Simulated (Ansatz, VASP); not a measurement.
One calculation of Si2W, two programs

```
Si W
1.0
    -1.68131    1.68131    3.81017
     1.68131   -1.68131    3.81017
     1.68131    1.68131   -3.81017
Si W
2 1
Cartesian
  0.0000 0.0000 2.5490
  0.0000 0.0000 5.0713
  0.0000 0.0000 0.0000
```

Change from the starting cell: strain +0.050 along x and y, -0.025 along z, atoms carried along.

Alike in both runs: task single point; functional PBEsol; k mesh 20 × 20 × 20; occupations gaussian, width 0.15 eV; no spin polarisation.

|  | VASP | Ansatz |
| --- | --- | --- |
| version | VASP 6.6.1 | Ansatz 0.2.0 |
| potentials or method | VASP PAW PBE potentials, release 64 (Si, W_sv), cutoff 520 eV | scalar-relativistic, plane waves, PAW |
| valence electrons in the cell | 22 | 22 |

Ansatz gave:

```
gap on the k mesh at the Fermi level (eV)                     : none
pressure (GPa)                                                : -12.0
traceless stress, the component that is largest in VASP (GPa) : 18.03
rms of the force components (eV/Å)                            : 0.062
```

Question: What did VASP give for the same quantities?

Answer: gap on the k mesh at the Fermi level (eV): none; pressure (GPa): -11.8; traceless stress, the component that is largest in VASP (GPa): 18.06; rms of the force components (eV/Å): 0.062.

VASP's potentials were made for PBE, not for PBEsol. Atom by atom the forces differ by 0.000 eV/Å (rms over components). A gap of «none» marks a metal or a gap that the smearing closes.

Neither program's run includes spin-orbit coupling.
